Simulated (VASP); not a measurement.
Set up this calculation in VASP 6.6.1, as the native input.

| Property | Result |
| --- | --- |
| Task | single point |
| Functional | PBE |
| Potentials or basis | VASP PAW PBE potentials, release 64 (Hf_pv, Ru_pv) |
| Cutoff | 520 eV |
| k mesh | 4 × 4 × 4 |
| Occupations | gaussian, width 0.1 eV |
| Spin | no spin polarisation |
| Dipole correction | no |
| Further INCAR settings | ALGO = Normal; EDIFF = 1e-06; NBANDS = 43 |

The structure of Hf2Ru lies in POSCAR:

```
Hf2Ru
1.0
    0.0000000000      3.8806450989      3.8806450989
    3.8806450989      0.0000000000      3.8806450989
    3.8806450989      3.8806450989      0.0000000000
Hf Ru
4 2
Direct
    0.6250000000      0.6250000000      0.6250000000
    0.1250000000      0.6250000000      0.6250000000
    0.6250000000      0.6250000000      0.1250000000
    0.6250000000      0.1250000000      0.6250000000
    0.0000000000      0.0000000000      0.0000000000
    0.2500000000      0.2500000000      0.2500000000
```

The input as run:

INCAR

```
PREC = Accurate
ENCUT = 520
EDIFF = 1E-6
ISMEAR = 0
SIGMA = 0.1
LREAL = False
LASPH = True
NELM = 100
ALGO = Normal
ISIF = 2
LWAVE = False
LCHARG = False
GGA = PE
NBANDS = 43
```

KPOINTS

```
regular mesh
0
Gamma
  4 4 4
```

Potentials or basis: VASP PAW PBE potentials, release 64 (Hf_pv, Ru_pv).

The run is started by

```console
$ cat potpaw_PBE.64/Hf_pv/POTCAR potpaw_PBE.64/Ru_pv/POTCAR > POTCAR
$ mpirun -np 1 vasp_std > vasp.out
```

Results of the run:

The pressure is -0.5 GPa and the band gap on the k mesh is zero (band 34 reaches 6.08 eV, above the bottom of band 35 at 5.87 eV).

Caveat: spin-orbit coupling is left out, which moves the levels of the heavy elements.

Wall time 2.5 min on 1 thread of AMD EPYC 7R13 (shared host), peak memory 0.23 GiB.
